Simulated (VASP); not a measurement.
Crystal: BiO.

```
Bi O
1.0
     0.00000    3.40954    3.70876
     3.30378    0.00000    3.70876
     3.30378    3.40954    0.00000
Bi O
2 2
Direct
  0.25061 0.74939 0.74939
  0.74939 0.25061 0.25061
  0.80451 0.80451 0.19549
  0.19549 0.19549 0.80451
```

The cell was generated, and may not be a known phase.

| Quantity | Value |
| --- | --- |
| Program | VASP 6.6.1 |
| Task | relaxation of cell and atoms |
| Functional | PBE |
| Potentials or basis | VASP PAW PBE potentials, release 64 (Bi_d, O) |
| Cutoff | 600 eV |
| k mesh | 12 × 12 × 12 |
| Occupations | gaussian, width 0.1 eV |
| Spin | no spin polarisation |

At the start: pressure 0.2 GPa; volume 20.89 Å³/atom.

Task: Where does the relaxation end?

Result: Over 15 steps the energy falls by 2.0 meV/atom and the volume is 20.82 Å³/atom (-0.3 %); space group Fmmm (No. 69, to 0.1 Å) before and after.

Step by step:
| step | energy change (eV) | largest force (eV/Å) | pressure (GPa) | volume (Å³) |
| --- | --- | --- | --- | --- |
| 1 | 0.0000 | 0.0691 | 0.21 | 83.55 |
| 2 | -0.0033 | 0.1724 | -0.60 | 83.88 |
| 3 | -0.0033 | 0.1668 | -0.53 | 83.85 |
| 4 | -0.0061 | 0.0799 | -0.16 | 83.50 |
| 5 | -0.0067 | 0.0799 | 0.05 | 83.29 |
| 6 | -0.0067 | 0.0882 | 0.13 | 83.22 |
| 7 | -0.0073 | 0.0573 | 0.06 | 83.26 |
| 8 | -0.0076 | 0.0318 | -0.03 | 83.30 |
| 9 | -0.0074 | 0.0180 | -0.21 | 83.38 |
| 10 | -0.0076 | 0.0175 | -0.09 | 83.33 |
| 11 | -0.0078 | 0.0472 | 0.12 | 83.21 |
| 12 | -0.0078 | 0.0310 | 0.09 | 83.23 |
| 13 | -0.0080 | 0.0204 | -0.01 | 83.30 |
| 14 | -0.0080 | 0.0165 | -0.04 | 83.32 |
| 15 | -0.0080 | 0.0072 | -0.02 | 83.27 |

Final structure:
```cif
data_structure
_symmetry_space_group_name_H-M 'P 1'
_symmetry_Int_Tables_number 1
_cell_length_a 4.9911
_cell_length_b 4.9690
_cell_length_c 4.7655
_cell_angle_alpha 61.649
_cell_angle_beta 61.182
_cell_angle_gamma 57.169
_cell_volume 83.27
loop_
_atom_site_label
_atom_site_type_symbol
_atom_site_fract_x
_atom_site_fract_y
_atom_site_fract_z
_atom_site_occupancy
Bi1 Bi 0.24798 0.75202 0.75202 1
Bi2 Bi 0.75202 0.24798 0.24798 1
O1 O 0.80151 0.80151 0.19849 1
O2 O 0.19849 0.19849 0.80151 1
```
